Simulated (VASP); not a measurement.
NbSn2S3, 6 atoms in the cell. The structure is hexagonal, space group P6/mmm (No. 191). The conventional cell has a = 8.943 Å, b = 8.943 Å, c = 2.789 Å, α = 90.00°, β = 90.00°, γ = 120.00°. Nb (site symmetry 6/mmm) has 2 Nb at 2.79 Å within 3.7 Å. Within 3.4 Å of Sn (site symmetry -6m2) lie 3 S at 2.58 Å and 2 Sn at 2.79 Å. S (site symmetry mmm) has 2 Sn at 2.58 Å and 2 S at 2.79 Å within 3.4 Å. The cell was generated, and may not be a known phase.

```yaml
Program: VASP 6.6.1
Task: single point
Functional: PBE
Potentials_or_basis: VASP PAW PBE potentials, release 64 (Nb_sv, Sn_d, S)
Cutoff: 520 eV
k_mesh: 3 × 3 × 6
Occupations: gaussian, width 0.1 eV
Spin: collinear spin
Starting_moments: "[2.74, 0.0, 0.0, 0.0, 0.0, 0.0] μB"
Dipole_correction: no
Further_INCAR_settings: ALGO = Normal; EDIFF = 1e-06; NBANDS = 42
```

Potentials or basis: VASP PAW PBE potentials, release 64 (Nb_sv, Sn_d, S).

Launch:

```console
$ cat potpaw_PBE.64/Nb_sv/POTCAR potpaw_PBE.64/Sn_d/POTCAR potpaw_PBE.64/S/POTCAR > POTCAR
$ mpirun -np 1 vasp_std > vasp.out
```

Hardware: 1 thread of Intel Xeon 8259CL, with other jobs on the host.

Task: Estimate the wall time of this run.

Result: It took 11 min on 1 thread of Intel Xeon 8259CL, on a shared host, peak memory 0.51 GiB. Counts: scf iterations 21, k points 12.
